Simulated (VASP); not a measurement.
SiC:

```xyz
2
Lattice="2.6201 0.0000 0.0000 0.0000 2.6201 0.0000 0.0000 0.0000 2.6201" Properties=species:S:1:pos:R:3 pbc="T T T"
Si    0.0000    0.0000    0.0000
C     1.3101    1.3101    1.3101
```

Base run:

| Property | Result |
| --- | --- |
| Program | VASP 6.6.1 |
| Functional | r2SCAN |
| Potentials or basis | VASP PAW PBE potentials, release 64 (Si, C) |
| Cutoff | 660 eV |
| k mesh | 8 × 8 × 8 |
| Occupations | fermi-dirac, width 0.02 eV |
| Spin | no spin polarisation |

Its results: band gap on the k mesh zero (band 4 reaches 12.69 eV, above the bottom of band 5 at 8.68 eV); pressure 0.1 GPa.

Problem. The run is repeated on the same cell with these changes: functional from r2SCAN to PBE; cutoff from 660 eV to 600 eV. What comes out?

Solution. Band gap on the k mesh zero (band 4 reaches 12.61 eV, above the bottom of band 5 at 8.73 eV); pressure 4.1 GPa.

Caveats: the PAW data sets were made with another functional, which shifts forces and pressure a little (some runs).
